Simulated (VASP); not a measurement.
Crystal: SrAl5.

```
Sr Al
1.0
     5.49758    0.00000    0.00000
    -2.74879    4.76104    0.00000
     0.00000    0.00000    4.37831
Sr Al
1 5
Direct
  0.00000 0.00000 0.00000
  0.33333 0.66667 0.00000
  0.66667 0.33333 0.00000
  0.50000 0.00000 0.50000
  0.50000 0.50000 0.50000
  0.00000 0.50000 0.50000
```

```yaml
Program: VASP 6.6.1
Task: relaxation of cell and atoms
Functional: PBE
Potentials_or_basis: VASP PAW PBE potentials, release 64 (Sr_sv, Al)
Cutoff: 600 eV
k_mesh: 6 × 6 × 4
Occupations: gaussian, width 0.1 eV
Spin: no spin polarisation
```

At the start: pressure 6.6 GPa; volume 19.10 Å³/atom.

Q: Where does the relaxation end?

A: Over 5 steps the energy falls by 40.1 meV/atom and the volume is 21.04 Å³/atom (+10.2 %); space group P6/mmm (No. 191, to 0.05 Å).

Step by step:
| step | energy change (eV) | largest force (eV/Å) | pressure (GPa) | volume (Å³) |
| --- | --- | --- | --- | --- |
| 1 | 0.0000 | 0.0000 | 6.63 | 114.60 |
| 2 | -0.2336 | 0.0000 | -0.95 | 128.18 |
| 3 | -0.2388 | 0.0000 | -0.11 | 126.23 |
| 4 | -0.2387 | 0.0000 | -0.22 | 126.47 |
| 5 | -0.2406 | 0.0000 | -0.09 | 126.24 |

Final structure:
```
Sr Al
1.0
     5.72686    0.00000    0.00000
    -2.86343    4.95960    0.00000
     0.00000    0.00000    4.44473
Sr Al
1 5
Direct
  0.00000 0.00000 0.00000
  0.33333 0.66667 0.00000
  0.66667 0.33333 0.00000
  0.50000 0.00000 0.50000
  0.50000 0.50000 0.50000
  0.00000 0.50000 0.50000
```
